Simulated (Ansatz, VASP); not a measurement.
One calculation of ZnC4, two programs

Contents of INCAR:

```
SYSTEM = ZnC4
PREC = Accurate
ENCUT = 600
EDIFF = 1E-7
ISMEAR = 0
SIGMA = 0.1
LREAL = .False.
LASPH = .True.
NELM = 60
ALGO = Normal
ISIF = 3
LWAVE = .False.
LCHARG = .False.
GGA = PE
IBRION = 2
NSW = 90
EDIFFG = -0.04
```

Contents of KPOINTS:

```
Automatic mesh
0
Gamma
  6 6 6
  0 0 0
```

The input POSCAR:

```
ZnC4
1.0
   -2.8745112200      2.8745112200      1.7843847500
    2.8745112200     -2.8745112200      1.7843847500
    2.8745112200      2.8745112200     -1.7843847500
Zn C
1 4
Direct
    0.0000000000      0.0000000000      0.0000000000
    0.1997231400      0.3999603200      0.5996834600
    0.8002768600      0.6000396800      0.4003165400
    0.3999603200      0.8002768600      0.2002371800
    0.6000396800      0.1997231400      0.7997628200
```

Input for Ansatz:

```yaml
crystal:
  lattice:
    - [-2.87451122, 2.87451122, 1.78438475]
    - [2.87451122, -2.87451122, 1.78438475]
    - [2.87451122, 2.87451122, -1.78438475]
  atoms:
    - { symbol: Zn, position: [0.0, 0.0, 0.0] }
    - { symbol: C, position: [0.19972314, 0.39996032, 0.59968346] }
    - { symbol: C, position: [0.80027686, 0.60003968, 0.40031654] }
    - { symbol: C, position: [0.39996032, 0.80027686, 0.20023718] }
    - { symbol: C, position: [0.60003968, 0.19972314, 0.79976282] }
basis:
  ecutwfc: 420
kpoints:
  mp_grid: { grid: [6, 6, 6] }
hamiltonian:
  xc: pbe
scf:
  occupations: { method: gaussian, width: 0.1 }
  lower_state_search: "off"
output:
  forces: true
  stress: true
  eigenvalues: true
relax:
  adjacent_minimum: "off"
  f_tol: 0.04
  max_steps: 70
  cell: { stress_tol: 0.4 }
```

Change from the starting cell: species swapped into the TmAu4 type (I4/m, No. 87).

Alike in both runs: task relaxation of cell and atoms; functional PBE; k mesh 6 × 6 × 6; occupations gaussian, width 0.1 eV; no spin polarisation.

```csv
,VASP,Ansatz
version,VASP 6.6.1,Ansatz 0.2.0
potentials or method,"VASP PAW PBE potentials, release 64 (Zn, C), cutoff 600 eV","scalar-relativistic, plane waves, PAW"
valence electrons in the cell,28,28
```

|  | VASP | Ansatz | Ansatz less VASP |
| --- | --- | --- | --- |
| gap on the k mesh at the Fermi level, each at its own relaxed structure (eV) | none | none | - |
| relaxed volume (Å³/atom) | 9.90 | 13.34 | +3.438 |
| relaxed cell length with the largest relative difference (Å) | 4.281 | 4.465 | +0.1832 |

A gap of «none» marks a metal or a gap that the smearing closes. One of these differences is far larger than is usual between the two programs; its cause wasn't traced.

Noted on VASP's run: the volume moved by over 15 % at a fixed basis, so the end points are rough.
